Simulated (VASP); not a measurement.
Input of a VASP 6.6.1 run:

INCAR

```
PREC     = Accurate       # precision mode
ENCUT    = 600            # plane-wave cutoff, eV
EDIFF    = 1E-7           # SCF threshold, eV
ISMEAR   = 0              # smearing method
SIGMA    = 0.1            # smearing width, eV
LREAL    = False          # projectors in reciprocal space
LASPH    = True           # aspherical terms in the spheres
NELM     = 150            # most SCF steps
ALGO     = Normal         # electronic algorithm
ISIF     = 3              # what is computed and relaxed
LWAVE    = False          # write WAVECAR
LCHARG   = False          # write CHGCAR
ISPIN    = 2              # spin polarisation
MAGMOM   = 1.63 1.63 0.1 0.1 0.1 0.1 0.1 0.1 # initial moments
LORBIT   = 11             # projections on sites
LMAXMIX  = 4              # l up to which the mixer works
GGA      = PE             # functional
IBRION   = 2              # ionic algorithm
NSW      = 90             # ionic steps
EDIFFG   = -0.04          # ionic threshold
```

KPOINTS

```
regular mesh
0
Gamma
  4 4 4
```

POSCAR

```
WF3
1.0
    0.0000000000      4.0854094100      4.0854094100
    4.0854094100      0.0000000000      4.0854094100
    4.0854094100      4.0854094100      0.0000000000
W F
2 6
Direct
    0.5000000000      0.5000000000      0.5000000000
    0.0000000000      0.0000000000      0.0000000000
    0.7281905400      0.2718094600      0.7281905400
    0.2718094600      0.2718094600      0.7281905400
    0.2718094600      0.7281905400      0.2718094600
    0.2718094600      0.7281905400      0.7281905400
    0.7281905400      0.2718094600      0.2718094600
    0.7281905400      0.7281905400      0.2718094600
```

Potentials or basis: VASP PAW PBE potentials, release 64 (W_sv, F).

Run with:

```sh
$ cat potpaw_PBE.64/W_sv/POTCAR potpaw_PBE.64/F/POTCAR > POTCAR
$ mpirun -np 1 vasp_std > vasp.out
```

Question: What does it give for the net moment?

Answer: 0.00 μB per cell.

Question: Estimate the band gap on the k mesh.

Answer: Zero (filled and empty bands overlap).

Forces on the atoms (eV/Å):
```
W    0.000  0.000  0.000
W    0.000  0.000  0.000
F    0.000  0.038  0.000
F    0.000  0.000 -0.038
F    0.000 -0.038  0.000
F    0.038  0.000  0.000
F   -0.038  0.000  0.000
F    0.000  0.000  0.038
```

Caveat: spin-orbit coupling is left out, which moves the levels of the heavy elements.
